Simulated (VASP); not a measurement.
# AlN (P6_3mc) in VASP: a series of runs

AlN is run at these levels: r2SCAN, HSE06, PBE-based screened hybrid; tasks: single point.

Everything below comes from runs of VASP 6.6.1. Logs are shortened: lines on timing, memory, paths and dates and some standing lists are left out, and cuts for length are marked.

## (1) The cell of the first run

The structure is hexagonal, space group P6_3mc (No. 186). The conventional cell has a = 3.107 Å, b = 3.107 Å, c = 4.979 Å, α = 90.00°, β = 90.00°, γ = 120.00°. Al (site symmetry 3m) has 4 N at 1.89 to 1.90 Å within 2.5 Å. N (site symmetry 3m) has 4 Al at 1.89 to 1.90 Å within 2.5 Å.

## (2) Single point, r2SCAN

File POSCAR:

```
AlN
1.0
    3.1066937622      0.0000000000      0.0000000000
   -1.5533468811      2.6904757198      0.0000000000
    0.0000000000      0.0000000000      4.9785915530
Al N
2 2
Direct
    0.3333333333      0.6666666667     -0.0032954729
    0.6666666667      0.3333333333      0.4967045271
    0.3333333333      0.6666666667      0.3782954729
    0.6666666667      0.3333333333      0.8782954729
```

File INCAR.step1:

```
PREC = Accurate
ENCUT = 520
ISMEAR = 0
SIGMA = 0.01
LREAL = False
LASPH = True
NELM = 80
NBANDS = 16
GGA = PE
ALGO = Normal
EDIFF = 1E-4
LWAVE = True
LCHARG = False
```

File INCAR.step2:

```
PREC = Accurate
ENCUT = 520
EDIFF = 1E-6
ISMEAR = 0
SIGMA = 0.01
LREAL = False
LASPH = True
NELM = 80
ALGO = Normal
ISIF = 2
LWAVE = False
LCHARG = False
METAGGA = R2SCAN
LMIXTAU = True
NBANDS = 16
ISTART = 1
```

File KPOINTS:

```
regular mesh
0
Gamma
  6 6 4
```

Potentials or basis: VASP PAW PBE potentials, release 64 (Al, N).

Launch:

```console
$ cat potpaw_PBE.64/Al/POTCAR potpaw_PBE.64/N/POTCAR > POTCAR
$ cp INCAR.step1 INCAR
$ mpirun -np 1 vasp_std > vasp.out
$ cp INCAR.step2 INCAR
$ mpirun -np 1 vasp_std > vasp.out
```

OUTCAR:

```text
PREC = Accurate
   ENCUT = 520
   EDIFF = 1E-6
   ISMEAR = 0
   LREAL = False
   LASPH = True
   NELM = 80
   ISIF = 2
   METAGGA = R2SCAN
   ISTART = 1

 ion  position               nearest neighbor table
   1  0.333  0.667  0.997-   4 1.89   4 1.89   4 1.89   3 1.90   2 3.07   2 3.07   2 3.07   2 3.07
                             2 3.07   2 3.07
   2  0.667  0.333  0.497-   3 1.89   3 1.89   3 1.89   4 1.90   1 3.07   1 3.07   1 3.07   1 3.07
                             1 3.07   1 3.07
   3  0.333  0.667  0.378-   2 1.89   2 1.89   2 1.89   1 1.90
   4  0.667  0.333  0.878-   1 1.89   1 1.89   1 1.89   2 1.90

  LATTYP: Found a hexagonal cell.
 ALAT       =     3.1066937622
 C/A-ratio  =     1.6025369522

  Lattice vectors:

 A1 = (   3.1066937622,   0.0000000000,   0.0000000000)
 A2 = (  -1.5533468811,   2.6904757198,   0.0000000000)
 A3 = (   0.0000000000,   0.0000000000,   4.9785915530)

Analysis of symmetry for initial positions (statically):
=====================================================================
 Subroutine PRICEL returns:
 Original cell was already a primitive cell.

 Routine SETGRP: Setting up the symmetry group for a
 hexagonal supercell.

 Subroutine GETGRP returns: Found 12 space group operations
 (whereof  6 operations were pure point group operations)
 out of a pool of 24 trial point group operations.

The static configuration has the point symmetry C_3v.
 The point group associated with its full space group is C_6v.

Analysis of symmetry for dynamics (positions and initial velocities):
=====================================================================
 Subroutine PRICEL returns:
 Original cell was already a primitive cell.

 Routine SETGRP: Setting up the symmetry group for a
 hexagonal supercell.

 Subroutine GETGRP returns: Found 12 space group operations
 (whereof  6 operations were pure point group operations)
 out of a pool of 24 trial point group operations.

The dynamic configuration has the point symmetry C_3v.
 The point group associated with its full space group is C_6v.

 Subroutine INISYM returns: Found 12 space group operations
 (whereof  6 operations are pure point group operations),
 and found     1 'primitive' translations

----------------------------------------------------------------------------------------

                                     Primitive cell

  volume of cell :      41.6135

  direct lattice vectors                    reciprocal lattice vectors
     3.106693762  0.000000000  0.000000000     0.321885605  0.185840740  0.000000000
    -1.553346881  2.690475720  0.000000000     0.000000000  0.371681481  0.000000000
     0.000000000  0.000000000  4.978591553     0.000000000  0.000000000  0.200860020

  length of vectors
     3.106693762  3.106693762  4.978591553     0.371681481  0.371681481  0.200860020

  position of ions in fractional coordinates (direct lattice)
     0.333333333  0.666666667  0.996704527
     0.666666667  0.333333333  0.496704527
     0.333333333  0.666666667  0.378295473
     0.666666667  0.333333333  0.878295473

  ion indices of the primitive-cell ions
   primitive index   ion index
                 1           1
                 2           2
                 3           3
                 4           4

----------------------------------------------------------------------------------------

 KPOINTS: regular mesh

Automatic generation of k-mesh.
 Grid dimensions read from file:
 generate k-points for:    6    6    4

 Generating k-lattice:

  Cartesian coordinates                     Fractional coordinates (reciprocal lattice)
     0.053647601  0.030973457  0.000000000     0.166666667  0.000000000  0.000000000
     0.000000000  0.061946913  0.000000000     0.000000000  0.166666667  0.000000000
     0.000000000  0.000000000  0.050215005     0.000000000  0.000000000  0.250000000

  Length of vectors
     0.061946913  0.061946913  0.050215005

  Shift w.r.t. Gamma in fractional coordinates (k-lattice)
     0.000000000  0.000000000  0.000000000

 Subroutine IBZKPT returns following result:
 ===========================================

 Found     21 irreducible k-points:

 Following reciprocal coordinates:
            Coordinates               Weight
  0.000000  0.000000  0.000000      1.000000
  0.166667  0.000000  0.000000      6.000000
  0.333333  0.000000  0.000000      6.000000
  0.500000  0.000000  0.000000      3.000000
  0.166667  0.166667  0.000000      6.000000
  0.333333  0.166667  0.000000     12.000000
[... 13 lines left out ...]
  0.333333  0.166667  0.500000     12.000000
  0.333333  0.333333  0.500000      2.000000
   k-points           NKPTS =     21   k-points in BZ     NKDIM =     21   number of bands    NBANDS=     16
   number of dos      NEDOS =    301   number of ions     NIONS =      4
   total plane-waves  NPLWV =  23040
   dimension x,y,z NGX =    24 NGY =   24 NGZ =   40
   dimension x,y,z NGXF=    48 NGYF=   48 NGZF=   80
   ions per type =               2   2
   NGX,Y,Z   is equivalent  to a cutoff of  12.84, 12.84, 13.36 a.u.
   NGXF,Y,Z  is equivalent  to a cutoff of  25.69, 25.69, 26.71 a.u.
 SYSTEM =  unknown system
   PREC   = accura    normal or accurate (medium, high low for compatibility)
   ISTART =      1    job   : 0-new  1-cont  2-samecut
   ICHARG =      0    charge: 1-file 2-atom 10-const
   ISPIN  =      1    spin polarized calculation?
   LNONCOLLINEAR =      F non collinear calculations
   LSORBIT =      F    spin-orbit coupling
   LASPH  =      T    aspherical Exc in radial PAW
   ENCUT  =  520.0 eV  38.22 Ry    6.18 a.u.   5.78  5.78  9.26*2*pi/ulx,y,z
   NELM   =     80;   NELMIN=  2; NELMDL=  0     # of ELM steps
   EDIFF  = 0.1E-05   stopping-criterion for ELM
   LREAL  =      F    real-space projection
   EDIFFG = 0.1E-04   stopping-criterion for IOM
   NSW    =      0    number of steps for IOM
   IBRION =     -1    ionic relax: 0-MD 1-quasi-New 2-CG
   NFREE  =      0    steps in history (QN), initial steepest desc. (CG)
   ISIF   =      2    stress and relaxation
   ISYM   =      2    0-nonsym 1-usesym 2-fastsym
   POTIM  = 0.5000    time-step for ionic-motion
   TEBEG  =    0.0;   TEEND  =   0.0 temperature during run
   PSTRESS=    0.0 pullay stress
   NELECT =      16.0000    total number of electrons
   NUPDOWN=      -1.0000    fix difference up-down
   EMIN   =  10.00;   EMAX   =-10.00  energy-range for DOS
   EFERMI =   0.00;   METHOD = LEGACY
   ISMEAR =     0;   SIGMA  =   0.01  broadening in eV -4-tet -1-fermi 0-gaus
   EFERMI_NEDOS =   21; number of points for ismear=-14 and -15
   IALGO  =     38    algorithm
   IMIX   =      4    mixing-type and parameters
     AMIX     =   0.40;   BMIX     =  1.00
     AMIX_MAG =   1.60;   BMIX_MAG =  1.00
  volume/ion in A,a.u.               =      10.40        70.21
  Fermi-wavevector in a.u.,A,eV,Ry     =   1.190429  2.249585 19.281103  1.417121
  Thomas-Fermi vector in A             =   2.326514
   LORBIT       =      0    0 simple, 1 ext, 2 COOP (PROOUT), +10 PAW based schemes
   METAGGA = R2SCAN    functional components
   LHFCALC =     F    Hartree Fock is set to
   AEXX    =    0.0000 exact exchange contribution
   IVDW    =     0    specifies the selected vdW correction
   LEPSILON=     F    determine dielectric tensor
   LRPA    =     F    only Hartree local field effects (RPA)
 non-spin polarized calculation
 Gauss-broadening in eV      SIGMA  =   0.01
  energy-cutoff  :      520.00
  volume of cell :       41.61
 maximum number of plane-waves:      1152
 NGX is ok and might be reduce to    24
   NGX = 11   NGY = 11   NGZ = 19

 number of electron      15.9999997 magnetization

 Free energy of the ion-electron system (eV)
  ---------------------------------------------------
  ext. energy  EPLUGINS =         0.00000000
  ---------------------------------------------------
  free energy    TOTEN  =       -38.45572340 eV

  energy without entropy =      -38.45572340  energy(sigma->0) =      -38.45572340

 E-fermi :   6.0372     XC(G=0): -11.4165

 val. band max:        5.9182525358   @ k =   0.0000   0.0000   0.0000
 cond. band min:      10.8384998947   @ k =   0.0000   0.0000   0.0000
 fundamental gap:      4.9202473589
 Fermi energy:         6.0372408805

 k-point     1 :       0.0000    0.0000    0.0000
  band No.  band energies     occupation
      1     -10.0620      2.00000
      2      -7.9401      2.00000
      3      -0.1512      2.00000
      4       5.0342      2.00000
      5       5.0342      2.00000
      6       5.6950      2.00000
[... 8 lines left out ...]
     15      20.0419      0.00000
     16      20.0419      0.00000

 k-point     2 :       0.1667    0.0000    0.0000
  band No.  band energies     occupation
      1      -9.7132      2.00000
      2      -7.7536      2.00000
      3       0.2740      2.00000
      4       3.6160      2.00000
      5       4.4123      2.00000
      6       4.6351      2.00000
[... 8 lines left out ...]
     15      19.2991      0.00000
     16      19.5742      0.00000

 k-point     3 :       0.3333    0.0000    0.0000
  band No.  band energies     occupation
      1      -8.8211      2.00000
      2      -7.4256      2.00000
      3       1.3722      2.00000
      4       1.4373      2.00000
      5       2.5513      2.00000
      6       4.0329      2.00000
[... 8 lines left out ...]
     15      19.0602      0.00000
     16      21.4266      0.00000

 k-point     4 :       0.5000    0.0000    0.0000
  band No.  band energies     occupation
      1      -8.1141      2.00000
      2      -7.4253      2.00000
      3       0.4029      2.00000
      4       1.6976      2.00000
      5       2.5302      2.00000
      6       3.7813      2.00000
[... 8 lines left out ...]
     15      19.7799      0.00000
     16      22.2310      0.00000

 k-point     5 :       0.1667    0.1667    0.0000
  band No.  band energies     occupation
      1      -9.0863      2.00000
      2      -7.4901      2.00000
      3       1.0739      2.00000
      4       2.4873      2.00000
      5       2.5090      2.00000
      6       4.2058      2.00000
[... 8 lines left out ...]
     15      19.5530      0.00000
     16      21.0042      0.00000

 k-point     6 :       0.3333    0.1667    0.0000
  band No.  band energies     occupation
      1      -8.1814      2.00000
      2      -7.3689      2.00000
      3       0.8986      2.00000
      4       1.9516      2.00000
      5       2.3905      2.00000
      6       3.1074      2.00000
[... 8 lines left out ...]
     15      19.4072      0.00000
     16      21.7891      0.00000
[... 210 lines left out ...]
 k-point    18 :       0.5000    0.0000    0.5000
  band No.  band energies     occupation
      1      -7.7472      2.00000
      2      -7.7472      2.00000
      3       0.2536      2.00000
      4       0.2536      2.00000
      5       4.4205      2.00000
      6       4.4205      2.00000
[... 8 lines left out ...]
     15      20.1719      0.00000
     16      20.1719      0.00000

 k-point    19 :       0.1667    0.1667    0.5000
  band No.  band energies     occupation
      1      -8.3706      2.00000
      2      -8.3706      2.00000
      3       1.6500      2.00000
      4       1.6500      2.00000
      5       4.0486      2.00000
      6       4.0486      2.00000
[... 8 lines left out ...]
     15      19.8618      0.00000
     16      19.8618      0.00000

 k-point    20 :       0.3333    0.1667    0.5000
  band No.  band energies     occupation
      1      -7.7648      2.00000
      2      -7.7648      2.00000
      3       0.7050      2.00000
      4       0.7050      2.00000
      5       3.2541      2.00000
      6       3.2541      2.00000
[... 8 lines left out ...]
     15      20.4312      0.00000
     16      20.4312      0.00000

 k-point    21 :       0.3333    0.3333    0.5000
  band No.  band energies     occupation
      1      -7.5476      2.00000
      2      -7.5476      2.00000
      3       1.0482      2.00000
      4       1.0482      2.00000
      5       1.9980      2.00000
      6       1.9980      2.00000
[... 8 lines left out ...]
     15      20.6811      0.00000
     16      20.6811      0.00000

------------------------ aborting loop because EDIFF is reached ----------------------------------------

  FORCE on cell =-STRESS in cart. coord.  units (eV):
  Direction    XX          YY          ZZ          XY          YZ          ZX
  --------------------------------------------------------------------------------------
  -------------------------------------------------------------------------------------
  Total       -0.1023165     -0.1023165     -0.1025266      0.0000000      0.0000000      0.0000000
  in kB       -3.9393300     -3.9393300     -3.9474191      0.0000000      0.0000000      0.0000000
  external PRESSURE =      -3.9420264 kB  Pullay stress =       0.0000000 kB

 VOLUME and BASIS-vectors are now :
 -----------------------------------------------------------------------------
  energy-cutoff  :      520.00
  volume of cell :       41.61
      direct lattice vectors                 reciprocal lattice vectors
     3.106693762  0.000000000  0.000000000     0.321885605  0.185840740  0.000000000
    -1.553346881  2.690475720  0.000000000     0.000000000  0.371681481  0.000000000
     0.000000000  0.000000000  4.978591553     0.000000000  0.000000000  0.200860020

 POSITION                                       TOTAL-FORCE (eV/Angst)
 -----------------------------------------------------------------------------------
     -0.00000      1.79365      4.96218         0.000000     -0.000000     -0.003138
      1.55335      0.89683      2.47289        -0.000000      0.000000     -0.003138
     -0.00000      1.79365      1.88338         0.000000      0.000000      0.003138
      1.55335      0.89683      4.37267         0.000000      0.000000      0.003138
 -----------------------------------------------------------------------------------
    total drift:                               -0.000000     -0.000000     -0.017418

  FREE ENERGIE OF THE ION-ELECTRON SYSTEM (eV)
  ---------------------------------------------------
  free  energy   TOTEN  =       -38.4557234016 eV

  energy  without entropy=      -38.4557234016  energy(sigma->0) =      -38.45572340
```

Run time: 27 s. Hardware: 1 thread of Intel Xeon Platinum 8488C (Sapphire Rapids), shared host; peak memory 0.16 GiB.

What came out:

```yaml
Free_energy: -38.4557 eV
Pressure: -0.4 GPa
Largest_force: 0.003 eV/Å
Band_gap_on_the_k_mesh: 4.92 eV, direct
```

Forces in eV/Å, atoms in the order of the input:
```
Al   0.000  0.000 -0.003
Al   0.000  0.000 -0.003
N    0.000  0.000  0.003
N    0.000  0.000  0.003
```

Levels at points of the mesh, in eV from the valence-band top:
| k point | band 5 | band 6 | band 7 | band 8 | band 9 | band 10 | band 11 | band 12 |
| --- | --- | --- | --- | --- | --- | --- | --- | --- |
| (0.00, 0.00, 0.00) | -0.88 | -0.22 | -0.22 | 0.00 | 4.92 | 7.54 | 11.62 | 12.04 |
| (0.50, 0.00, 0.00) | -3.39 | -2.14 | -1.77 | -0.71 | 6.45 | 6.56 | 9.05 | 11.26 |
| (0.00, 0.00, 0.50) | -0.56 | -0.56 | -0.56 | -0.56 | 7.26 | 7.26 | 11.32 | 11.32 |
| (0.50, 0.00, 0.50) | -1.50 | -1.50 | -1.39 | -1.39 | 6.00 | 6.00 | 10.15 | 10.15 |

Caveat: the PAW data sets were made with another functional, which shifts forces and pressure a little. r2SCAN opens gaps a little over a GGA but as a rule still falls short of measured ones.

(Part 1 of 2 ends here.)
